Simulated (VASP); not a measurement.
# SiC (F-43m) in VASP: notebook

SiC is run at these levels: RPBE+D3(BJ), PBE+D3(BJ); tasks: single point, relaxation of cell and atoms.

Program: VASP 6.6.1. These are calculated values, not measurements. Logs are shortened: lines on timing, memory, paths and dates and some standing lists are left out, and cuts for length are marked.

**Experimental background.**

From “Insight into the structural, elastic and electronic properties of a new orthorhombic 6O-SiC polytype”, 2020, pmc:7200658, for a bulk crystal of SiC: band gap 2.4 eV (indirect).

The results are compared with them further down.

### Step 1. The cell of the first run

The structure is cubic, space group F-43m (No. 216). The conventional cell has a = 4.254 Å, b = 4.254 Å, c = 4.254 Å, α = 90.00°, β = 90.00°, γ = 90.00°. Si (site symmetry -43m) has 4 C at 1.84 Å within 2.4 Å. Within 2.4 Å of C (site symmetry -43m) lie 4 Si at 1.84 Å.

### Step 2. Single point, RPBE+D3(BJ)

The input, INCAR:

```
SYSTEM = SiC
PREC = Accurate ; ENCUT = 600
EDIFF = 1E-6 ; ISMEAR = -1
SIGMA = 0.05 ; LREAL = .FALSE.
LASPH = .TRUE. ; NELM = 120
ALGO = Normal ; ISIF = 2
LWAVE = .FALSE. ; LCHARG = .TRUE.
GGA = RP ; IVDW = 12
LELF = .TRUE. ; LVHAR = .TRUE.
NBANDS = 11 ; GGA_COMPAT = .FALSE.
```

The input, KPOINTS:

```
regular mesh
0
G
  10 10 10
  0 0 0
```

The input, POSCAR:

```
SiC
1.0
    0.0000000000      2.1270156737      2.1270156737
    2.1270156737      0.0000000000      2.1270156737
    2.1270156737      2.1270156737      0.0000000000
Si C
1 1
Direct
    0.0000000000      0.0000000000      0.0000000000
    0.7500000000      0.7500000000      0.7500000000
```

Potentials or basis: VASP PAW PBE potentials, release 64 (Si, C).

Started as:

```console
$ cat potpaw_PBE.64/Si/POTCAR potpaw_PBE.64/C/POTCAR > POTCAR
$ mpirun -np 1 vasp_std > vasp.out
```

OUTCAR:

```text
SYSTEM = SiC
   PREC = Accurate
   ENCUT = 600
   EDIFF = 1E-6
   ISMEAR = -1
   LREAL = .FALSE.
   LASPH = .TRUE.
   NELM = 120
   ISIF = 2
   GGA = RP
   IVDW = 12
 IVDW          = 12

 ion  position               nearest neighbor table
   1  0.000  0.000  0.000-   2 1.84   2 1.84   2 1.84   2 1.84
   2  0.750  0.750  0.750-   1 1.84   1 1.84   1 1.84   1 1.84

  LATTYP: Found a face centered cubic cell.
 ALAT       =     4.2540313474

  Lattice vectors:

 A1 = (   0.0000000000,   2.1270156737,   2.1270156737)
 A2 = (   2.1270156737,   0.0000000000,   2.1270156737)
 A3 = (   2.1270156737,   2.1270156737,   0.0000000000)

Analysis of symmetry for initial positions (statically):
=====================================================================
 Subroutine PRICEL returns:
 Original cell was already a primitive cell.

 Routine SETGRP: Setting up the symmetry group for a
 face centered cubic supercell.

 Subroutine GETGRP returns: Found 24 space group operations
 (whereof 24 operations were pure point group operations)
 out of a pool of 48 trial point group operations.

The static configuration has the point symmetry T_d .

Analysis of symmetry for dynamics (positions and initial velocities):
=====================================================================
 Subroutine PRICEL returns:
 Original cell was already a primitive cell.

 Routine SETGRP: Setting up the symmetry group for a
 face centered cubic supercell.

 Subroutine GETGRP returns: Found 24 space group operations
 (whereof 24 operations were pure point group operations)
 out of a pool of 48 trial point group operations.

The dynamic configuration has the point symmetry T_d .

 Subroutine INISYM returns: Found 24 space group operations
 (whereof 24 operations are pure point group operations),
 and found     1 'primitive' translations

----------------------------------------------------------------------------------------

                                     Primitive cell

  volume of cell :      19.2461

  direct lattice vectors                    reciprocal lattice vectors
     0.000000000  2.127015674  2.127015674    -0.235071140  0.235071140  0.235071140
     2.127015674  0.000000000  2.127015674     0.235071140 -0.235071140  0.235071140
     2.127015674  2.127015674  0.000000000     0.235071140  0.235071140 -0.235071140

  length of vectors
     3.008054413  3.008054413  3.008054413     0.407155159  0.407155159  0.407155159

  position of ions in fractional coordinates (direct lattice)
     0.000000000  0.000000000  0.000000000
     0.750000000  0.750000000  0.750000000

  ion indices of the primitive-cell ions
   primitive index   ion index
                 1           1
                 2           2

----------------------------------------------------------------------------------------

 KPOINTS: regular mesh

Automatic generation of k-mesh.
 Grid dimensions read from file:
 generate k-points for:   10   10   10

 Generating k-lattice:

  Cartesian coordinates                     Fractional coordinates (reciprocal lattice)
    -0.023507114  0.023507114  0.023507114     0.100000000  0.000000000  0.000000000
     0.023507114 -0.023507114  0.023507114     0.000000000  0.100000000  0.000000000
     0.023507114  0.023507114 -0.023507114     0.000000000  0.000000000  0.100000000

  Length of vectors
     0.040715516  0.040715516  0.040715516

  Shift w.r.t. Gamma in fractional coordinates (k-lattice)
     0.000000000  0.000000000  0.000000000

 Subroutine IBZKPT returns following result:
 ===========================================

 Found     47 irreducible k-points:

 Following reciprocal coordinates:
            Coordinates               Weight
  0.000000  0.000000  0.000000      1.000000
  0.100000  0.000000  0.000000      8.000000
  0.200000  0.000000  0.000000      8.000000
  0.300000  0.000000  0.000000      8.000000
  0.400000  0.000000  0.000000      8.000000
  0.500000  0.000000  0.000000      4.000000
[... 16 lines left out ...]
  0.300000  0.300000  0.000000      6.000000
  0.400000  0.300000  0.000000     24.000000
 [... further k-points ...]
   k-points           NKPTS =     47   k-points in BZ     NKDIM =     47   number of bands    NBANDS=     11
   number of dos      NEDOS =    301   number of ions     NIONS =      2
   total plane-waves  NPLWV =  13824
   dimension x,y,z NGX =    24 NGY =   24 NGZ =   24
   dimension x,y,z NGXF=    48 NGYF=   48 NGZF=   48
   ions per type =               1   1
   NGX,Y,Z   is equivalent  to a cutoff of  13.26, 13.26, 13.26 a.u.
   NGXF,Y,Z  is equivalent  to a cutoff of  26.53, 26.53, 26.53 a.u.
 SYSTEM =  SiC
   PREC   = accura    normal or accurate (medium, high low for compatibility)
   ISTART =      0    job   : 0-new  1-cont  2-samecut
   ICHARG =      2    charge: 1-file 2-atom 10-const
   ISPIN  =      1    spin polarized calculation?
   LNONCOLLINEAR =      F non collinear calculations
   LSORBIT =      F    spin-orbit coupling
   LASPH  =      T    aspherical Exc in radial PAW
   ENCUT  =  600.0 eV  44.10 Ry    6.64 a.u.   6.01  6.01  6.01*2*pi/ulx,y,z
   NELM   =    120;   NELMIN=  2; NELMDL= -5     # of ELM steps
   EDIFF  = 0.1E-05   stopping-criterion for ELM
   LREAL  =      F    real-space projection
   EDIFFG = 0.1E-04   stopping-criterion for IOM
   NSW    =      0    number of steps for IOM
   IBRION =     -1    ionic relax: 0-MD 1-quasi-New 2-CG
   NFREE  =      0    steps in history (QN), initial steepest desc. (CG)
   ISIF   =      2    stress and relaxation
   ISYM   =      2    0-nonsym 1-usesym 2-fastsym
   POTIM  = 0.5000    time-step for ionic-motion
   TEBEG  =    0.0;   TEEND  =   0.0 temperature during run
   PSTRESS=    0.0 pullay stress
   NELECT =       8.0000    total number of electrons
   NUPDOWN=      -1.0000    fix difference up-down
   EMIN   =  10.00;   EMAX   =-10.00  energy-range for DOS
   EFERMI =   0.00;   METHOD = LEGACY
   ISMEAR =    -1;   SIGMA  =   0.05  broadening in eV -4-tet -1-fermi 0-gaus
   EFERMI_NEDOS =   21; number of points for ismear=-14 and -15
   IALGO  =     38    algorithm
   IMIX   =      4    mixing-type and parameters
     AMIX     =   0.40;   BMIX     =  1.00
     AMIX_MAG =   1.60;   BMIX_MAG =  1.00
  volume/ion in A,a.u.               =       9.62        64.94
  Fermi-wavevector in a.u.,A,eV,Ry     =   1.221774  2.308818 20.309841  1.492731
  Thomas-Fermi vector in A             =   2.356944
   LORBIT       =      0    0 simple, 1 ext, 2 COOP (PROOUT), +10 PAW based schemes
   GGA     = RP    functional components
   LHFCALC =     F    Hartree Fock is set to
   AEXX    =    0.0000 exact exchange contribution
   IVDW    =    12    specifies the selected vdW correction
   LEPSILON=     F    determine dielectric tensor
   LRPA    =     F    only Hartree local field effects (RPA)
 non-spin polarized calculation
  energy-cutoff  :      600.00
  volume of cell :       19.25
 maximum number of plane-waves:       656
   NGX = 13   NGY = 13   NGZ = 13

 number of electron       7.9999999 magnetization

 Free energy of the ion-electron system (eV)
  ---------------------------------------------------
  ext. energy  EPLUGINS =         0.00000000
  ---------------------------------------------------
  free energy    TOTEN  =       -14.18015576 eV

  energy without entropy =      -14.18015572  energy(sigma->0) =      -14.18015574

 E-fermi :   9.6916     XC(G=0): -11.6157

 val. band max:        9.0251414261   @ k =   0.0000   0.0000   0.0000
 cond. band min:      10.3142415595   @ k =   0.5000   0.5000   0.0000
 fundamental gap:      1.2891001334
 Fermi energy:         9.6915585820

 k-point     1 :       0.0000    0.0000    0.0000
  band No.  band energies     occupation
      1      -6.9745      2.00000
      2       9.0251      2.00000
      3       9.0251      2.00000
      4       9.0251      2.00000
      5      16.1236      0.00000
      6      16.9096      0.00000
      7      16.9096      0.00000
      8      16.9096      0.00000
      9      23.9087      0.00000
     10      23.9087      0.00000
     11      26.8435      0.00000

 k-point     2 :       0.1000    0.0000    0.0000
  band No.  band energies     occupation
      1      -6.7679      2.00000
      2       8.0046      2.00000
      3       8.8914      2.00000
      4       8.8914      2.00000
      5      16.2738      0.00000
      6      17.1628      0.00000
      7      17.1628      0.00000
      8      17.2980      0.00000
      9      22.9183      0.00000
     10      22.9183      0.00000
     11      26.0080      0.00000

 k-point     3 :       0.2000    0.0000    0.0000
  band No.  band energies     occupation
      1      -6.1568      2.00000
      2       5.8168      2.00000
      3       8.5833      2.00000
      4       8.5833      2.00000
      5      15.9194      0.00000
      6      17.4960      0.00000
      7      17.4960      0.00000
      8      18.5579      0.00000
      9      22.2522      0.00000
     10      22.2522      0.00000
     11      25.1007      0.00000

 k-point     4 :       0.3000    0.0000    0.0000
  band No.  band energies     occupation
      1      -5.1760      2.00000
      2       3.4000      2.00000
      3       8.2653      2.00000
      4       8.2653      2.00000
      5      15.5147      0.00000
      6      17.2380      0.00000
      7      17.2380      0.00000
      8      19.4241      0.00000
      9      23.2191      0.00000
     10      23.2191      0.00000
     11      24.9875      0.00000
[... 239 lines left out ...]
 k-point    22 :      -0.2000    0.2000    0.0000
  band No.  band energies     occupation
      1      -4.8482      2.00000
      2       4.1025      2.00000
      3       5.6878      2.00000
      4       8.3874      2.00000
      5      15.9780      0.00000
      6      17.6910      0.00000
      7      17.9243      0.00000
      8      18.8999      0.00000
      9      20.8525      0.00000
     10      25.2715      0.00000
     11      28.9853      0.00000

 k-point    23 :       0.3000    0.3000    0.0000
  band No.  band energies     occupation
      1      -4.5697      2.00000
      2       4.6381      2.00000
      3       6.5713      2.00000
      4       6.5713      2.00000
      5      12.3294      0.00000
      6      14.9668      0.00000
      7      21.3516      0.00000
      8      21.3516      0.00000
      9      22.3969      0.00000
     10      26.6350      0.00000
     11      31.5701      0.00000

 k-point    24 :       0.4000    0.3000    0.0000
  band No.  band energies     occupation
      1      -3.6468      2.00000
      2       3.3580      2.00000
      3       5.7436      2.00000
      4       6.2992      2.00000
      5      11.9601      0.00000
      6      15.0086      0.00000
      7      21.5128      0.00000
      8      21.7114      0.00000
      9      23.7653      0.00000
     10      27.7541      0.00000
     11      31.4282      0.00000

 [... further k-points ...]

------------------------ aborting loop because EDIFF is reached ----------------------------------------

 Edisp (eV)   -2.48083

 E8    (eV) :    -1.3927

  FORCE on cell =-STRESS in cart. coord.  units (eV):
  Direction    XX          YY          ZZ          XY          YZ          ZX
  --------------------------------------------------------------------------------------
  -------------------------------------------------------------------------------------
  Total      -0.09257    -0.09257    -0.09257    -0.00000    -0.00000    -0.00000
  in kB      -7.70650    -7.70650    -7.70650    -0.00000    -0.00000    -0.00000
  external pressure =       -7.71 kB  Pullay stress =        0.00 kB

 VOLUME and BASIS-vectors are now :
 -----------------------------------------------------------------------------
  energy-cutoff  :      600.00
  volume of cell :       19.25
      direct lattice vectors                 reciprocal lattice vectors
     0.000000000  2.127015674  2.127015674    -0.235071140  0.235071140  0.235071140
     2.127015674  0.000000000  2.127015674     0.235071140 -0.235071140  0.235071140
     2.127015674  2.127015674  0.000000000     0.235071140  0.235071140 -0.235071140

 POSITION                                       TOTAL-FORCE (eV/Angst)
 -----------------------------------------------------------------------------------
      0.00000      0.00000      0.00000         0.000000      0.000000      0.000000
      3.19052      3.19052      3.19052        -0.000000     -0.000000     -0.000000
 -----------------------------------------------------------------------------------
    total drift:                               -0.000000     -0.000000     -0.000000

  FREE ENERGIE OF THE ION-ELECTRON SYSTEM (eV)
  ---------------------------------------------------
  free  energy   TOTEN  =       -16.6609892484 eV

  energy  without entropy=      -16.6609892146  energy(sigma->0) =      -16.66098923
```

It took 11 s on 1 thread of Intel Xeon 8259CL, shared host; peak memory 0.15 GiB.

Results:

```
Free energy                : -16.6610 eV
Pressure                   : -0.8 GPa
Band gap on the k mesh     : 1.29 eV (least direct gap 4.60 eV)
Dispersion energy per atom : -1.240 eV
```

Caveat: the PAW data sets were made with another functional, which shifts forces and pressure a little.

### Step 3. Single point, PBE+D3(BJ)

This run uses another cell than the first one, of 10.28 Å³/atom.

The input, INCAR:

```
SYSTEM = SiC
PREC = Accurate
ENCUT = 600
EDIFF = 1E-6
ISMEAR = -1
SIGMA = 0.05
LREAL = .False.
LASPH = .True.
NELM = 120
ALGO = Normal
ISIF = 2
LWAVE = .False.
LCHARG = .False.
GGA = PE
IVDW = 12
NBANDS = 11
GGA_COMPAT = .False.
```

The input, KPOINTS:

```
Automatic mesh
0
Gamma
  10 10 10
  0 0 0
```

The input, POSCAR:

```
SiC
1.0
    0.0000000000      2.1743646217      2.1743646217
    2.1743646217      0.0000000000      2.1743646217
    2.1743646217      2.1743646217      0.0000000000
Si C
1 1
Direct
    0.0000000000      0.0000000000      0.0000000000
    0.7500000000      0.7500000000      0.7500000000
```

Potentials or basis: VASP PAW PBE potentials, release 64 (Si, C).

Started as:

```console
$ cat potpaw_PBE.64/Si/POTCAR potpaw_PBE.64/C/POTCAR > POTCAR
$ mpirun -np 1 vasp_std > vasp.out
```

Run time: 22 s. Hardware: 1 thread of Intel Xeon 8259CL, shared host; peak memory 0.16 GiB.

It converged, with:

| Item | Value |
| --- | --- |
| Free energy | -15.6620 eV |
| Pressure | -0.2 GPa |
| Band gap on the k mesh | 1.35 eV (least direct gap 4.55 eV) |
| Dispersion energy per atom | -0.303 eV |

Levels at points of the mesh, in eV from the valence-band top:
| k point | band 1 | band 2 | band 3 | band 4 | band 5 | band 6 | band 7 | band 8 | band 9 |
| --- | --- | --- | --- | --- | --- | --- | --- | --- | --- |
| (0.00, 0.00, 0.00) | -15.45 | 0.00 | 0.00 | 0.00 | 6.31 | 7.35 | 7.35 | 7.35 | 14.54 |
| (0.50, 0.00, 0.00) | -11.86 | -8.57 | -1.05 | -1.05 | 5.49 | 7.25 | 7.25 | 10.09 | 16.28 |
| (0.50, 0.50, 0.00) | -10.41 | -7.81 | -3.20 | -3.20 | 1.35 | 4.34 | 14.11 | 14.11 | 14.87 |

(Continued in part 2 of 2.)
